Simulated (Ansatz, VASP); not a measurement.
**SnP2 in VASP and in Ansatz**

The input POSCAR:

```
SnP2
1.0
    3.9224456630      0.0000000000      0.0000000000
   -1.9612228315      3.3969375891      0.0000000000
    0.0000000000      0.0000000000      4.2351988056
Sn P
1 2
Direct
    0.0000000000      0.0000000000      0.0000000000
    0.3333333333      0.6666666667      0.5000000000
    0.6666666667      0.3333333333      0.5000000000
```

INCAR.step1

```
SYSTEM = SnP2
PREC     = Accurate       ! precision mode
ENCUT    = 520            ! plane-wave cutoff, eV
ISMEAR   = 0              ! smearing method
SIGMA    = 0.1            ! smearing width, eV
LREAL    = .FALSE.        ! projectors in reciprocal space
LASPH    = .TRUE.         ! aspherical terms in the spheres
NELM     = 60             ! most SCF steps
NBANDS   = 19             ! bands
GGA      = PE             ! functional
ALGO     = Normal         ! electronic algorithm
EDIFF    = 1E-4           ! SCF threshold, eV
LWAVE    = .TRUE.         ! write WAVECAR
LCHARG   = .FALSE.        ! write CHGCAR
```

INCAR.step2

```
SYSTEM = SnP2
PREC     = Accurate       ! precision mode
ENCUT    = 520            ! plane-wave cutoff, eV
EDIFF    = 1E-6           ! SCF threshold, eV
ISMEAR   = 0              ! smearing method
SIGMA    = 0.1            ! smearing width, eV
LREAL    = .FALSE.        ! projectors in reciprocal space
LASPH    = .TRUE.         ! aspherical terms in the spheres
NELM     = 60             ! most SCF steps
ALGO     = Normal         ! electronic algorithm
ISIF     = 2              ! what is computed and relaxed
LWAVE    = .FALSE.        ! write WAVECAR
LCHARG   = .FALSE.        ! write CHGCAR
METAGGA  = R2SCAN         ! meta-GGA
LMIXTAU  = .TRUE.       
NBANDS   = 19             ! bands
ISTART   = 1
```

Contents of KPOINTS:

```
regular mesh
0
G
  6 6 4
  0 0 0
```

Input for Ansatz:

```yaml
crystal:
  lattice:
    - [3.922445663, 0.0, 0.0]
    - [-1.9612228315, 3.3969375891, 0.0]
    - [0.0, 0.0, 4.2351988056]
  atoms:
    - { symbol: Sn, position: [0.0, 0.0, 0.0] }
    - { symbol: P, position: [0.3333333333, 0.6666666667, 0.5] }
    - { symbol: P, position: [0.6666666667, 0.3333333333, 0.5] }
basis:
  ecutwfc: 500
kpoints:
  mp_grid: { grid: [6, 6, 4] }
hamiltonian:
  xc: r2scan
scf:
  occupations: { method: gaussian, width: 0.1 }
  lower_state_search: "off"
output:
  forces: true
  stress: true
  eigenvalues: true
```

Alike in both runs: task single point; functional r2SCAN; k mesh 6 × 6 × 4; occupations gaussian, width 0.1 eV; no spin polarisation.

|  | VASP | Ansatz |
| --- | --- | --- |
| version | VASP 6.6.1 | Ansatz 0.2.0 |
| potentials or method | VASP PAW PBE potentials, release 64 (Sn_d, P), cutoff 520 eV | scalar-relativistic, plane waves, PAW |
| valence electrons in the cell | 24 | 24 |

|  | VASP | Ansatz | Ansatz less VASP |
| --- | --- | --- | --- |
| gap on the k mesh at the Fermi level (eV) | none | none | - |
| pressure (GPa) | 8.3 | 8.5 | +0.13 |
| traceless stress, the component that is largest in VASP (GPa) | -7.26 | -7.48 | -0.220 |

VASP's potentials were made for PBE, not for r2SCAN. A gap of «none» marks a metal or a gap that the smearing closes.

The k mesh is coarse, so the values compare programs but aren't converged.
